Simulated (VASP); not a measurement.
A run of VASP 6.6.1 is set up as follows.

The input INCAR:

```
  PREC = Accurate
  ENCUT = 520
  EDIFF = 1E-6
  ISMEAR = 0
  SIGMA = 0.1
  LREAL = F
  LASPH = T
  NELM = 150
  ALGO = Normal
  ISIF = 2
  LWAVE = F
  LCHARG = T
  ISPIN = 2
  MAGMOM = 0 0 0.62 0.62 0.62 0.62
  LORBIT = 11
  GGA = PE
  LELF = T
  LVHAR = T
  NBANDS = 29
```

KPOINTS

```
Automatic mesh
0
Gamma
  4 4 4
```

The input POSCAR:

```
CO2
1.0
    3.3101418257      0.0000000000      0.0000000000
    0.0000000000      3.3101418257      0.0000000000
    0.0000000000      0.0000000000      3.3101418257
C O
2 4
Direct
    0.0000000000      0.0000000000      0.0000000000
    0.5000000000      0.5000000000      0.5000000000
    0.2500000000      0.2500000000      0.2500000000
    0.2500000000      0.7500000000      0.7500000000
    0.7500000000      0.7500000000      0.2500000000
    0.7500000000      0.2500000000      0.7500000000
```

Potentials or basis: VASP PAW PBE potentials, release 64 (C, O).

The run is started by

```sh
$ cat potpaw_PBE.64/C/POTCAR potpaw_PBE.64/O/POTCAR > POTCAR
$ mpirun -np 1 vasp_std > vasp.out
```

Question: What does it give for the pressure?

Answer: 0.9 GPa.

Question: Estimate the band gap on the k mesh.

Answer: 1.20 eV, indirect (least direct gap 1.42 eV).

Question: Estimate the net moment.

Answer: 0.00 μB per cell.

Caveat: the k points lie up to 0.47 Å⁻¹ apart. A hybrid or GW would open this gap; PBE tends to underestimate it.
